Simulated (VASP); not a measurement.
# KCl (Pm-3m) in VASP: further runs

KCl is run at these levels: PBEsol; tasks: single point.

All numbers are computed with VASP 6.6.1; they aren't measurements. Logs are shortened: lines on timing, memory, paths and dates and some standing lists are left out, and cuts for length are marked.

## 1. The cell of the first run

It takes space group Pm-3m (No. 221, cubic). The conventional cell has a = 3.306 Å, b = 3.306 Å, c = 3.306 Å, α = 90.00°, β = 90.00°, γ = 90.00°. K (site symmetry m-3m) has 8 Cl at 2.86 Å and 6 K at 3.31 Å within 3.8 Å. Within 3.8 Å of Cl (site symmetry m-3m) lie 8 K at 2.86 Å and 6 Cl at 3.31 Å.

## 2. Single point, PBEsol

INCAR reads:

```
ALGO     = Normal         # electronic algorithm
EDIFF    = 1E-7           # SCF threshold, eV
ENCUT    = 520            # plane-wave cutoff, eV
GGA      = PS             # functional
ISIF     = 2              # what is computed and relaxed
ISMEAR   = -1             # smearing method
LASPH    = True           # aspherical terms in the spheres
LCHARG   = False          # write CHGCAR
LREAL    = False          # projectors in reciprocal space
LWAVE    = False          # write WAVECAR
NBANDS   = 15             # bands
NELM     = 80             # most SCF steps
PREC     = Accurate       # precision mode
SIGMA    = 0.05           # smearing width, eV
```

KPOINTS reads:

```
k-points
0
Gamma
  7 7 7
```

POSCAR reads:

```
KCl
1.0
    3.3059095164      0.0000000000      0.0000000000
    0.0000000000      3.3059095164      0.0000000000
    0.0000000000      0.0000000000      3.3059095164
K Cl
1 1
Direct
    0.0000000000      0.0000000000      0.0000000000
    0.5000000000      0.5000000000      0.5000000000
```

Potentials or basis: VASP PAW PBE potentials, release 64 (K_sv, Cl).

Run with:

```
$ cat potpaw_PBE.64/K_sv/POTCAR potpaw_PBE.64/Cl/POTCAR > POTCAR
$ mpirun -np 1 vasp_std > vasp.out
```

OUTCAR:

```text
EDIFF = 1E-7
   ENCUT = 520
   GGA = PS
   ISIF = 2
   ISMEAR = -1
   LASPH = True
   LREAL = False
   NELM = 80
   PREC = Accurate

 ion  position               nearest neighbor table
   1  0.000  0.000  0.000-   2 2.86   2 2.86   2 2.86   2 2.86   2 2.86   2 2.86   2 2.86   2 2.86

   2  0.500  0.500  0.500-   1 2.86   1 2.86   1 2.86   1 2.86   1 2.86   1 2.86   1 2.86   1 2.86

  LATTYP: Found a simple cubic cell.
 ALAT       =     3.3059095164

  Lattice vectors:

 A1 = (   3.3059095164,   0.0000000000,   0.0000000000)
 A2 = (   0.0000000000,   3.3059095164,   0.0000000000)
 A3 = (   0.0000000000,   0.0000000000,   3.3059095164)

Analysis of symmetry for initial positions (statically):
=====================================================================
 Subroutine PRICEL returns:
 Original cell was already a primitive cell.

 Routine SETGRP: Setting up the symmetry group for a
 simple cubic supercell.

 Subroutine GETGRP returns: Found 48 space group operations
 (whereof 48 operations were pure point group operations)
 out of a pool of 48 trial point group operations.

The static configuration has the point symmetry O_h .

Analysis of symmetry for dynamics (positions and initial velocities):
=====================================================================
 Subroutine PRICEL returns:
 Original cell was already a primitive cell.

 Routine SETGRP: Setting up the symmetry group for a
 simple cubic supercell.

 Subroutine GETGRP returns: Found 48 space group operations
 (whereof 48 operations were pure point group operations)
 out of a pool of 48 trial point group operations.

The dynamic configuration has the point symmetry O_h .

 Subroutine INISYM returns: Found 48 space group operations
 (whereof 48 operations are pure point group operations),
 and found     1 'primitive' translations

----------------------------------------------------------------------------------------

                                     Primitive cell

  volume of cell :      36.1304

  direct lattice vectors                    reciprocal lattice vectors
     3.305909516  0.000000000  0.000000000     0.302488618  0.000000000  0.000000000
     0.000000000  3.305909516  0.000000000     0.000000000  0.302488618  0.000000000
     0.000000000  0.000000000  3.305909516     0.000000000  0.000000000  0.302488618

  length of vectors
     3.305909516  3.305909516  3.305909516     0.302488618  0.302488618  0.302488618

  position of ions in fractional coordinates (direct lattice)
     0.000000000  0.000000000  0.000000000
     0.500000000  0.500000000  0.500000000

  ion indices of the primitive-cell ions
   primitive index   ion index
                 1           1
                 2           2

----------------------------------------------------------------------------------------

 KPOINTS: k-points

Automatic generation of k-mesh.
 Grid dimensions read from file:
 generate k-points for:    7    7    7

 Generating k-lattice:

  Cartesian coordinates                     Fractional coordinates (reciprocal lattice)
     0.043212660  0.000000000  0.000000000     0.142857143  0.000000000  0.000000000
     0.000000000  0.043212660  0.000000000     0.000000000  0.142857143  0.000000000
     0.000000000  0.000000000  0.043212660     0.000000000  0.000000000  0.142857143

  Length of vectors
     0.043212660  0.043212660  0.043212660

  Shift w.r.t. Gamma in fractional coordinates (k-lattice)
     0.000000000  0.000000000  0.000000000

 Subroutine IBZKPT returns following result:
 ===========================================

 Found     20 irreducible k-points:

 Following reciprocal coordinates:
            Coordinates               Weight
  0.000000  0.000000  0.000000      1.000000
  0.142857  0.000000  0.000000      6.000000
  0.285714  0.000000  0.000000      6.000000
  0.428571  0.000000  0.000000      6.000000
  0.142857  0.142857  0.000000     12.000000
  0.285714  0.142857  0.000000     24.000000
[... 12 lines left out ...]
  0.428571  0.428571  0.285714     24.000000
  0.428571  0.428571  0.428571      8.000000
   k-points           NKPTS =     20   k-points in BZ     NKDIM =     20   number of bands    NBANDS=     15
   number of dos      NEDOS =    301   number of ions     NIONS =      2
   total plane-waves  NPLWV =  21952
   dimension x,y,z NGX =    28 NGY =   28 NGZ =   28
   dimension x,y,z NGXF=    56 NGYF=   56 NGZF=   56
   ions per type =               1   1
   NGX,Y,Z   is equivalent  to a cutoff of  14.08, 14.08, 14.08 a.u.
   NGXF,Y,Z  is equivalent  to a cutoff of  28.16, 28.16, 28.16 a.u.
 SYSTEM =  unknown system
   PREC   = accura    normal or accurate (medium, high low for compatibility)
   ISTART =      0    job   : 0-new  1-cont  2-samecut
   ICHARG =      2    charge: 1-file 2-atom 10-const
   ISPIN  =      1    spin polarized calculation?
   LNONCOLLINEAR =      F non collinear calculations
   LSORBIT =      F    spin-orbit coupling
   LASPH  =      T    aspherical Exc in radial PAW
   ENCUT  =  520.0 eV  38.22 Ry    6.18 a.u.   6.15  6.15  6.15*2*pi/ulx,y,z
   NELM   =     80;   NELMIN=  2; NELMDL= -5     # of ELM steps
   EDIFF  = 0.1E-06   stopping-criterion for ELM
   LREAL  =      F    real-space projection
   EDIFFG = 0.1E-05   stopping-criterion for IOM
   NSW    =      0    number of steps for IOM
   IBRION =     -1    ionic relax: 0-MD 1-quasi-New 2-CG
   NFREE  =      0    steps in history (QN), initial steepest desc. (CG)
   ISIF   =      2    stress and relaxation
   ISYM   =      2    0-nonsym 1-usesym 2-fastsym
   POTIM  = 0.5000    time-step for ionic-motion
   TEBEG  =    0.0;   TEEND  =   0.0 temperature during run
   PSTRESS=    0.0 pullay stress
   NELECT =      16.0000    total number of electrons
   NUPDOWN=      -1.0000    fix difference up-down
   EMIN   =  10.00;   EMAX   =-10.00  energy-range for DOS
   EFERMI =   0.00;   METHOD = LEGACY
   ISMEAR =    -1;   SIGMA  =   0.05  broadening in eV -4-tet -1-fermi 0-gaus
   EFERMI_NEDOS =   21; number of points for ismear=-14 and -15
   IALGO  =     38    algorithm
   IMIX   =      4    mixing-type and parameters
     AMIX     =   0.40;   BMIX     =  1.00
     AMIX_MAG =   1.60;   BMIX_MAG =  1.00
  volume/ion in A,a.u.               =      18.07       121.91
  Fermi-wavevector in a.u.,A,eV,Ry     =   1.247835  2.358066 21.185529  1.557092
  Thomas-Fermi vector in A             =   2.381949
   LORBIT       =      0    0 simple, 1 ext, 2 COOP (PROOUT), +10 PAW based schemes
   GGA     = PS    functional components
   LHFCALC =     F    Hartree Fock is set to
   AEXX    =    0.0000 exact exchange contribution
   IVDW    =     0    specifies the selected vdW correction
   LEPSILON=     F    determine dielectric tensor
   LRPA    =     F    only Hartree local field effects (RPA)
 non-spin polarized calculation
  energy-cutoff  :      520.00
  volume of cell :       36.13
 maximum number of plane-waves:       985
 NGX is ok and might be reduce to    28
   NGX = 13   NGY = 13   NGZ = 13

 number of electron      16.0000000 magnetization

 Free energy of the ion-electron system (eV)
  ---------------------------------------------------
  ext. energy  EPLUGINS =         0.00000000
  ---------------------------------------------------
  free energy    TOTEN  =        -6.19014673 eV

  energy without entropy =       -6.19014673  energy(sigma->0) =       -6.19014673

 E-fermi :   3.1252     XC(G=0): -10.4377

 val. band max:        2.0229471225   @ k =   0.4286   0.4286   0.0000
 cond. band min:       7.5176534073   @ k =   0.0000   0.0000   0.0000
 fundamental gap:      5.4947062848
 Fermi energy:         3.1252489304

 k-point     1 :       0.0000    0.0000    0.0000
  band No.  band energies     occupation
      1     -25.4923      2.00000
      2     -11.6528      2.00000
      3      -8.7519      2.00000
      4      -8.7519      2.00000
      5      -8.7519      2.00000
      6       1.8497      2.00000
      7       1.8497      2.00000
      8       1.8497      2.00000
      9       7.5177      0.00000
     10       7.5177      0.00000
     11       9.3718      0.00000
     12      13.6340      0.00000
     13      13.6340      0.00000
     14      13.6340      0.00000
     15      17.3488      0.00000

 k-point     2 :       0.1429    0.0000    0.0000
  band No.  band energies     occupation
      1     -25.4678      2.00000
      2     -11.7593      2.00000
      3      -8.7224      2.00000
      4      -8.7224      2.00000
      5      -8.6857      2.00000
      6       1.0945      2.00000
      7       1.7924      2.00000
      8       1.7924      2.00000
      9       7.7591      0.00000
     10       8.3327      0.00000
     11      10.0897      0.00000
     12      13.5822      0.00000
     13      13.5822      0.00000
     14      13.8010      0.00000
     15      16.1498      0.00000

 k-point     3 :       0.2857    0.0000    0.0000
  band No.  band energies     occupation
      1     -25.4120      2.00000
      2     -12.0075      2.00000
      3      -8.6548      2.00000
      4      -8.6548      2.00000
      5      -8.4900      2.00000
      6      -0.2324      2.00000
      7       1.6587      2.00000
      8       1.6587      2.00000
      9       8.4587      0.00000
     10      10.0999      0.00000
     11      11.5998      0.00000
     12      13.6410      0.00000
     13      13.6410      0.00000
     14      14.0164      0.00000
     15      14.2420      0.00000
[... 271 lines left out ...]
 k-point    19 :       0.4286    0.4286    0.2857
  band No.  band energies     occupation
      1     -25.2025      2.00000
      2     -10.8408      2.00000
      3      -9.4178      2.00000
      4      -9.3121      2.00000
      5      -9.0337      2.00000
      6      -0.3809      2.00000
      7      -0.3454      2.00000
      8       0.2610      2.00000
      9      10.2370      0.00000
     10      11.3152      0.00000
     11      11.4765      0.00000
     12      12.9148      0.00000
     13      14.8777      0.00000
     14      15.1071      0.00000
     15      17.0636      0.00000

 k-point    20 :       0.4286    0.4286    0.4286
  band No.  band energies     occupation
      1     -25.1686      2.00000
      2     -10.5995      2.00000
      3      -9.3117      2.00000
      4      -9.3044      2.00000
      5      -9.3044      2.00000
      6      -0.6679      2.00000
      7      -0.6679      2.00000
      8      -0.4745      2.00000
      9      11.4497      0.00000
     10      11.9680      0.00000
     11      11.9680      0.00000
     12      14.1922      0.00000
     13      14.1922      0.00000
     14      14.3766      0.00000
     15      16.7581      0.00000

------------------------ aborting loop because EDIFF is reached ----------------------------------------

  FORCE on cell =-STRESS in cart. coord.  units (eV):
  Direction    XX          YY          ZZ          XY          YZ          ZX
  --------------------------------------------------------------------------------------
  -------------------------------------------------------------------------------------
  Total        4.6123961      4.6123961      4.6123961      0.0000000      0.0000000     -0.0000000
  in kB      204.5334231    204.5334231    204.5334231      0.0000000      0.0000000     -0.0000000
  external PRESSURE =     204.5334231 kB  Pullay stress =       0.0000000 kB

 VOLUME and BASIS-vectors are now :
 -----------------------------------------------------------------------------
  energy-cutoff  :      520.00
  volume of cell :       36.13
      direct lattice vectors                 reciprocal lattice vectors
     3.305909516  0.000000000  0.000000000     0.302488618  0.000000000  0.000000000
     0.000000000  3.305909516  0.000000000     0.000000000  0.302488618  0.000000000
     0.000000000  0.000000000  3.305909516     0.000000000  0.000000000  0.302488618

 POSITION                                       TOTAL-FORCE (eV/Angst)
 -----------------------------------------------------------------------------------
      0.00000      0.00000      0.00000         0.000000      0.000000      0.000000
      1.65295      1.65295      1.65295         0.000000      0.000000      0.000000
 -----------------------------------------------------------------------------------
    total drift:                               -0.000000      0.000000      0.000000

  FREE ENERGIE OF THE ION-ELECTRON SYSTEM (eV)
  ---------------------------------------------------
  free  energy   TOTEN  =        -6.1901467314 eV

  energy  without entropy=       -6.1901467313  energy(sigma->0) =       -6.19014673
```

It took 5.8 s on 1 thread of Intel Xeon 6975P-C (Granite Rapids), shared host; peak memory 0.15 GiB.

Results:

```yaml
Free_energy: -6.1901 eV
Pressure: 20.5 GPa
Band_gap_on_the_k_mesh: 5.49 eV, indirect (least direct gap 5.67 eV)
```

Caveat: the PAW data sets were made with another functional, which shifts forces and pressure a little. PBEsol gaps usually lie below the measured ones, often by a third to a half.

(Continued in part 2 of 2.)
